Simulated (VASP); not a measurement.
Crystal: MgO.

```
CELL_PARAMETERS angstrom
0.00000 2.30616 2.30616
2.30616 0.00000 2.30616
2.30616 2.30616 0.00000
ATOMIC_POSITIONS crystal
Mg 0.50000 0.50000 0.50000
O 0.75000 0.75000 0.75000
```

Base run:

- Program: VASP 6.6.1
- Functional: r2SCAN
- Potentials or basis: VASP PAW PBE potentials, release 64 (Mg, O)
- Cutoff: 520 eV
- k mesh: 10 × 10 × 10
- Occupations: gaussian, width 0.01 eV
- Spin: no spin polarisation

Its results: band gap on the k mesh 4.14 eV, direct; electronic dielectric tensor (diagonal) 2.83.

Task: The run is repeated on the same cell with these changes: functional from r2SCAN to PBEsol. What comes out?

Result: Band gap on the k mesh 3.35 eV, direct; electronic dielectric tensor (diagonal) 3.08.

r2SCAN gives the wider gap, since meta-GGAs in the generalised Kohn-Sham scheme recover part of the derivative discontinuity.

